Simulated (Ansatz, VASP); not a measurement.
# Nb2B: VASP beside Ansatz

File INCAR:

```
SYSTEM = Nb2B
PREC = Accurate
ENCUT = 600
EDIFF = 1E-7
ISMEAR = 0
SIGMA = 0.1
LREAL = .False.
LASPH = .True.
NELM = 80
ALGO = Fast
ISIF = 3
LWAVE = .False.
LCHARG = .False.
GGA = PE
IBRION = 2
NSW = 100
EDIFFG = -0.01
```

Contents of KPOINTS:

```
Automatic mesh
0
Gamma
  14 14 14
  0 0 0
```

POSCAR

```
Nb2B
1.0
    0.0000000000      2.8170727857      2.8170727857
    2.8170727857      0.0000000000      2.8170727857
    2.8170727857      2.8170727857      0.0000000000
Nb B
2 1
Direct
    0.2500000000      0.2500000000      0.2500000000
    0.7500000000      0.7500000000      0.7500000000
    0.0000000000      0.0000000000      0.0000000000
```

Input for Ansatz:

```yaml
crystal:
  lattice:
    - [0.0, 2.8170727857, 2.8170727857]
    - [2.8170727857, 0.0, 2.8170727857]
    - [2.8170727857, 2.8170727857, 0.0]
  atoms:
    - { symbol: Nb, position: [0.25, 0.25, 0.25] }
    - { symbol: Nb, position: [0.75, 0.75, 0.75] }
    - { symbol: B, position: [0.0, 0.0, 0.0] }
basis:
  ecutwfc: 420
kpoints:
  mp_grid: { grid: [14, 14, 14] }
hamiltonian:
  xc: pbe
scf:
  occupations: { method: gaussian, width: 0.1 }
output:
  forces: true
  stress: true
  eigenvalues: true
relax:
  adjacent_minimum: "off"
  f_tol: 0.01
  max_steps: 80
  cell: { stress_tol: 0.05 }
```

Change from the starting cell: species swapped into the Li2S type (Fm-3m, No. 225).

Alike in both runs: task relaxation of cell and atoms; functional PBE; k mesh 14 × 14 × 14; occupations gaussian, width 0.1 eV; no spin polarisation.

```csv
,VASP,Ansatz
version,VASP 6.6.1,Ansatz 0.2.0
potentials or method,"VASP PAW PBE potentials, release 64 (Nb_sv, B), cutoff 600 eV","scalar-relativistic, plane waves, PAW"
valence electrons in the cell,29,29
```

|  | VASP | Ansatz | Ansatz less VASP |
| --- | --- | --- | --- |
| gap on the k mesh at the Fermi level, each at its own relaxed structure (eV) | none | none | - |
| relaxed volume (Å³/atom) | 14.88 | 14.90 | +0.020 |
| relaxed cell length with the largest relative difference (Å) | 3.982 | 3.984 | +0.0018 |

A gap of «none» marks a metal or a gap that the smearing closes.
